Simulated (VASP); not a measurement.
# Sn (Fd-3m) in VASP: a series of runs, part 2 of 2

VASP 6.6.1.

## 5. Single point, r2SCAN (volume scaled by 1.06)

Contents of POSCAR:

```
Sn
1.0
    0.0000000000      3.3476041854      3.3476041854
    3.3476041854      0.0000000000      3.3476041854
    3.3476041854      3.3476041854      0.0000000000
Sn
2
Direct
    0.0000000000      0.0000000000      0.0000000000
    0.2500000000      0.2500000000      0.2500000000
```

Contents of INCAR.step1:

```
SYSTEM = Sn
PREC = Accurate ; ENCUT = 520
ISMEAR = 0 ; SIGMA = 0.1
LREAL = .False. ; LASPH = .True.
NELM = 60 ; NBANDS = 21
GGA = PE ; ALGO = Normal
EDIFF = 1E-4 ; LWAVE = .True.
LCHARG = .False.
```

Contents of INCAR.step2:

```
SYSTEM = Sn
PREC = Accurate ; ENCUT = 520
EDIFF = 1E-7 ; ISMEAR = 0
SIGMA = 0.1 ; LREAL = .False.
LASPH = .True. ; NELM = 60
ALGO = Normal ; ISIF = 2
LWAVE = .False. ; LCHARG = .True.
METAGGA = R2SCAN ; LMIXTAU = .True.
LELF = .True. ; LVHAR = .True.
NBANDS = 21 ; ISTART = 1
```

Contents of KPOINTS:

```
Automatic mesh
0
Gamma
  12 12 12
  0 0 0
```

Potentials or basis: VASP PAW PBE potentials, release 64 (Sn_d).

On the command line:

```console
> cat potpaw_PBE.64/Sn_d/POTCAR > POTCAR
> cp INCAR.step1 INCAR
> mpirun -np 1 vasp_std > vasp.out
> cp INCAR.step2 INCAR
> mpirun -np 1 vasp_std > vasp.out
```

OUTCAR:

```text
SYSTEM = Sn
   PREC = Accurate
   ENCUT = 520
   EDIFF = 1E-7
   ISMEAR = 0
   LREAL = .False.
   LASPH = .True.
   NELM = 60
   ISIF = 2
   METAGGA = R2SCAN
   ISTART = 1

 ion  position               nearest neighbor table
   1  0.000  0.000  0.000-   2 2.90   2 2.90   2 2.90   2 2.90
   2  0.250  0.250  0.250-   1 2.90   1 2.90   1 2.90   1 2.90

  LATTYP: Found a face centered cubic cell.
 ALAT       =     6.6952083708

  Lattice vectors:

 A1 = (   0.0000000000,   3.3476041854,   3.3476041854)
 A2 = (   3.3476041854,   0.0000000000,   3.3476041854)
 A3 = (   3.3476041854,   3.3476041854,   0.0000000000)

Analysis of symmetry for initial positions (statically):
=====================================================================
 Subroutine PRICEL returns:
 Original cell was already a primitive cell.

 Routine SETGRP: Setting up the symmetry group for a
 face centered cubic supercell.

 Subroutine GETGRP returns: Found 48 space group operations
 (whereof 24 operations were pure point group operations)
 out of a pool of 48 trial point group operations.

The static configuration has the point symmetry T_d .
 The point group associated with its full space group is O_h .

Analysis of symmetry for dynamics (positions and initial velocities):
=====================================================================
 Subroutine PRICEL returns:
 Original cell was already a primitive cell.

 Routine SETGRP: Setting up the symmetry group for a
 face centered cubic supercell.

 Subroutine GETGRP returns: Found 48 space group operations
 (whereof 24 operations were pure point group operations)
 out of a pool of 48 trial point group operations.

The dynamic configuration has the point symmetry T_d .
 The point group associated with its full space group is O_h .

 Subroutine INISYM returns: Found 48 space group operations
 (whereof 24 operations are pure point group operations),
 and found     1 'primitive' translations

[... 105 lines left out ...]
   NELECT =      28.0000    total number of electrons
   NUPDOWN=      -1.0000    fix difference up-down
   EMIN   =  10.00;   EMAX   =-10.00  energy-range for DOS
   EFERMI =   0.00;   METHOD = LEGACY
   ISMEAR =     0;   SIGMA  =   0.10  broadening in eV -4-tet -1-fermi 0-gaus
   EFERMI_NEDOS =   21; number of points for ismear=-14 and -15
   IALGO  =     38    algorithm
   IMIX   =      4    mixing-type and parameters
     AMIX     =   0.40;   BMIX     =  1.00
     AMIX_MAG =   1.60;   BMIX_MAG =  1.00
  volume/ion in A,a.u.               =      37.51       253.16
  Fermi-wavevector in a.u.,A,eV,Ry     =   1.178646  2.227318 18.901302  1.389207
  Thomas-Fermi vector in A             =   2.314971
   LORBIT       =      0    0 simple, 1 ext, 2 COOP (PROOUT), +10 PAW based schemes
   METAGGA = R2SCAN    functional components
   LHFCALC =     F    Hartree Fock is set to
   AEXX    =    0.0000 exact exchange contribution
   IVDW    =     0    specifies the selected vdW correction
   LEPSILON=     F    determine dielectric tensor
   LRPA    =     F    only Hartree local field effects (RPA)
 non-spin polarized calculation
 Gauss-broadening in eV      SIGMA  =   0.10
  energy-cutoff  :      520.00
  volume of cell :       75.03
 maximum number of plane-waves:      2044
   NGX = 17   NGY = 17   NGZ = 17

 number of electron      28.0000016 magnetization

 Free energy of the ion-electron system (eV)
  ---------------------------------------------------
  ext. energy  EPLUGINS =         0.00000000
  ---------------------------------------------------
  free energy    TOTEN  =       -49.46601907 eV

  energy without entropy =      -49.46509618  energy(sigma->0) =      -49.46555762

 E-fermi :   4.5811     XC(G=0):  -9.1566

 val. band max:        4.5739875555   @ k =   0.5000   0.0000   0.0000
 cond. band min:       4.6162765312   @ k =   0.4167   0.0000   0.0000
 fundamental gap:      0.0422889757
 Fermi energy:         4.5810862581

 k-point     1 :       0.0000    0.0000    0.0000
  band No.  band energies     occupation
      1     -17.6133      2.00000
      2     -17.6133      2.00000
      3     -17.6133      2.00000
      4     -17.5590      2.00000
      5     -17.5590      2.00000
      6     -17.3068      2.00000
[... 565 lines left out ...]
     20      12.6260      0.00000
     21      12.8945      0.00000

 [... further k-points ...]
[... 5 lines left out ...]
  --------------------------------------------------------------------------------------
  -------------------------------------------------------------------------------------
  Total       -1.0292108     -1.0292108     -1.0292108      0.0000000      0.0000000     -0.0000000
  in kB      -21.9777180    -21.9777180    -21.9777180      0.0000000      0.0000000     -0.0000000
  external PRESSURE =     -21.9777180 kB  Pullay stress =       0.0000000 kB

 VOLUME and BASIS-vectors are now :
 -----------------------------------------------------------------------------
  energy-cutoff  :      520.00
  volume of cell :       75.03
      direct lattice vectors                 reciprocal lattice vectors
     0.000000000  3.347604185  3.347604185    -0.149360549  0.149360549  0.149360549
     3.347604185  0.000000000  3.347604185     0.149360549 -0.149360549  0.149360549
     3.347604185  3.347604185  0.000000000     0.149360549  0.149360549 -0.149360549

 POSITION                                       TOTAL-FORCE (eV/Angst)
 -----------------------------------------------------------------------------------
      0.00000      0.00000      0.00000        -0.000000      0.000000      0.000000
      1.67380      1.67380      1.67380         0.000000     -0.000000     -0.000000
 -----------------------------------------------------------------------------------
    total drift:                                0.000000      0.000000      0.000000

  FREE ENERGIE OF THE ION-ELECTRON SYSTEM (eV)
  ---------------------------------------------------
  free  energy   TOTEN  =       -49.4660190682 eV

  energy  without entropy=      -49.4650961766  energy(sigma->0) =      -49.46555762
```

OUTCAR.step1:

```text
SYSTEM = Sn
   PREC = Accurate
   ENCUT = 520
   ISMEAR = 0
   LREAL = .False.
   LASPH = .True.
[... 799 lines left out ...]
      0.00000      0.00000      0.00000        -0.000000     -0.000000     -0.000000
      1.67380      1.67380      1.67380         0.000000      0.000000      0.000000
 -----------------------------------------------------------------------------------
    total drift:                                0.000000      0.000000      0.000000

  FREE ENERGIE OF THE ION-ELECTRON SYSTEM (eV)
  ---------------------------------------------------
  free  energy   TOTEN  =        -7.6906451066 eV

  energy  without entropy=       -7.6893448845  energy(sigma->0) =       -7.68999500
```

It took 2.9 min on 1 thread of Intel Xeon Platinum 8559C (Emerald Rapids), shared host; peak memory 0.27 GiB.

What came out:

```
Free energy            : -49.4660 eV
Pressure               : -2.2 GPa
Band gap on the k mesh : zero (band 14 reaches 4.63 eV, above the bottom of band 15 at 4.57 eV)
```

Caveat: the PAW data sets were made with another functional, which shifts forces and pressure a little; spin-orbit coupling is left out, which moves the levels of the heavy elements.

## 6. Summary

| cell | gap on the mesh (eV) | pressure (GPa) |
| --- | --- | --- |
| a = 4.596 Å, angles 60.0°, 2 atoms | none | 1.4 |
| a = 4.643 Å, angles 60.0°, 2 atoms | none | 0.0 |
| a = 4.689 Å, angles 60.0°, 2 atoms | none | -1.2 |
| a = 4.734 Å, angles 60.0°, 2 atoms | none | -2.2 |

Alike in all rows: task single point; level r2SCAN; potentials or basis VASP PAW PBE potentials, release 64 (Sn_d); no spin polarisation; k mesh 12 × 12 × 12; cutoff (eV) 520; smearing gaussian 0.1 eV.

Caveats: the PAW data sets were made with another functional, which shifts forces and pressure a little; spin-orbit coupling is left out, which moves the levels of the heavy elements.

Total energies depend on the potentials used, so only differences within one code and one set of settings carry meaning.
